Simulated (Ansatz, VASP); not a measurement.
**BaZrO3: VASP beside Ansatz**

Contents of POSCAR:

```
BaZrO3
1.0
    3.7633500000      0.0000000000      0.0000000000
    0.0000000000      3.7633500000      0.0000000000
    0.0000000000      0.0000000000      4.1815000000
Ba Zr O
1 1 3
Direct
    0.5000000000      0.5000000000      0.5000000000
    0.0000000000      0.0000000000      0.0000000000
    0.5000000000      0.0000000000      0.0000000000
    0.0000000000      0.5000000000      0.0000000000
    0.0000000000      0.0000000000      0.5000000000
```

File INCAR.step1:

```
SYSTEM = BaZrO3
PREC = Accurate
ENCUT = 520
ISMEAR = 0
SIGMA = 0.05
LREAL = .FALSE.
LASPH = .TRUE.
NELM = 60
NBANDS = 28
GGA = PE
ALGO = Normal
EDIFF = 1E-4
LWAVE = .TRUE.
LCHARG = .FALSE.
```

INCAR.step2

```
SYSTEM = BaZrO3
PREC = Accurate
ENCUT = 520
EDIFF = 1E-6
ISMEAR = 0
SIGMA = 0.05
LREAL = .FALSE.
LASPH = .TRUE.
NELM = 60
ALGO = Normal
ISIF = 2
LWAVE = .FALSE.
LCHARG = .FALSE.
METAGGA = R2SCAN
LMIXTAU = .TRUE.
NBANDS = 28
ISTART = 1
```

File KPOINTS:

```
Automatic mesh
0
G
  6 6 6
  0 0 0
```

Input for Ansatz:

```yaml
crystal:
  lattice:
    - [3.76335, 0.0, 0.0]
    - [0.0, 3.76335, 0.0]
    - [0.0, 0.0, 4.1815]
  atoms:
    - { symbol: Ba, position: [0.5, 0.5, 0.5] }
    - { symbol: Zr, position: [0.0, 0.0, 0.0] }
    - { symbol: O, position: [0.5, 0.0, 0.0] }
    - { symbol: O, position: [0.0, 0.5, 0.0] }
    - { symbol: O, position: [0.0, 0.0, 0.5] }
basis:
  ecutwfc: 500
kpoints:
  mp_grid: { grid: [6, 6, 6] }
hamiltonian:
  xc: r2scan
scf:
  occupations: { method: gaussian, width: 0.05 }
output:
  forces: true
  stress: true
  eigenvalues: true
```

Change from the starting cell: strain -0.1000 x Voigt [1, 1, 0, 0, 0, 0], atoms carried along.

Alike in both runs: task single point; functional r2SCAN; k mesh 6 × 6 × 6; occupations gaussian, width 0.05 eV; no spin polarisation.

|  | VASP | Ansatz |
| --- | --- | --- |
| version | VASP 6.6.1 | Ansatz 0.2.0 |
| potentials or method | VASP PAW PBE potentials, release 64 (Ba_sv, Zr_sv, O), cutoff 520 eV | scalar-relativistic, plane waves, PAW |
| valence electrons in the cell | 40 | 40 |

|  | VASP | Ansatz | Ansatz less VASP |
| --- | --- | --- | --- |
| gap on the k mesh at the Fermi level (eV) | 3.39 | 3.44 | +0.053 |
| least direct gap on the mesh (eV) | 3.39 | 3.44 | +0.053 |
| pressure (GPa) | 68.6 | 65.8 | -2.73 |
| traceless stress, the component that is largest in VASP (GPa) | -37.20 | -36.27 | +0.934 |

VASP's potentials were made for PBE, not for r2SCAN. Both programs put the cell under a high pressure, so it lies far from rest at this level. The functional is the same, so the differences come from potentials, cutoffs and numerics.

Neither program's run includes spin-orbit coupling. Noted on VASP's run: the cell as given lies far from equilibrium.
